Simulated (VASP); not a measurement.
Set up this calculation in VASP 6.6.1, as the native input.

```
Task                   : single point
Functional             : r2SCAN
Potentials or basis    : VASP PAW PBE potentials, release 64 (Na_pv, F)
Cutoff                 : 660 eV
k mesh                 : 8 × 8 × 8
Occupations            : gaussian, width 0.02 eV
Spin                   : no spin polarisation
Dipole correction      : no
Further INCAR settings : ALGO = Normal; EDIFF = 1e-06; NBANDS = 22
```

Crystal: NaF.

```
CELL_PARAMETERS angstrom
0.00000 3.17454 5.74238
1.65019 0.00000 5.74238
1.65019 3.17454 0.00000
ATOMIC_POSITIONS crystal
Na 0.18351 0.18351 0.81649
Na 0.43350 0.43350 0.06649
F 0.81649 0.81649 0.18351
F 0.06649 0.06649 0.43350
```

These files were run (other wordings do the same):

POSCAR

```
NaF
1.0
    0.0000000000      3.1745417000      5.7423775000
    1.6501899000      0.0000000000      5.7423775000
    1.6501899000      3.1745417000      0.0000000000
Na F
2 2
Direct
    0.1835050000      0.1835050000      0.8164950000
    0.4335050000      0.4335050000      0.0664950000
    0.8164950000      0.8164950000      0.1835050000
    0.0664950000      0.0664950000      0.4335050000
```

INCAR.step1

```
  ALGO = Normal
  EDIFF = 1E-5
  ENCUT = 660
  GGA = PE
  GGA_COMPAT = False
  ISMEAR = 0
  LASPH = True
  LCHARG = False
  LREAL = False
  LWAVE = True
  NBANDS = 22
  NELM = 120
  PREC = Accurate
  SIGMA = 0.02
```

INCAR.step2

```
  ALGO = Normal
  EDIFF = 1E-6
  ENCUT = 660
  GGA_COMPAT = False
  ISIF = 2
  ISMEAR = 0
  ISTART = 1
  LASPH = True
  LCHARG = False
  LMIXTAU = True
  LREAL = False
  LWAVE = False
  METAGGA = R2SCAN
  NBANDS = 22
  NELM = 120
  PREC = Accurate
  SIGMA = 0.02
```

KPOINTS

```
k-points
0
Gamma
  8 8 8
```

Potentials or basis: VASP PAW PBE potentials, release 64 (Na_pv, F).

Launch:

```console
$ cat potpaw_PBE.64/Na_pv/POTCAR potpaw_PBE.64/F/POTCAR > POTCAR
$ cp INCAR.step1 INCAR
$ mpirun -np 1 vasp_std > vasp.out
$ cp INCAR.step2 INCAR
$ mpirun -np 1 vasp_std > vasp.out
```

Results of the run:

The pressure is -2.8 GPa. The largest force is 0.010 eV/Å and the band gap on the k mesh is 6.13 eV.

Caveat: the PAW data sets were made with another functional, which shifts forces and pressure a little.

Run time: 12 min on 1 thread of AMD EPYC 9R45 96-Core Processor (Zen 5), with other jobs on the host, peak memory 0.34 GiB.
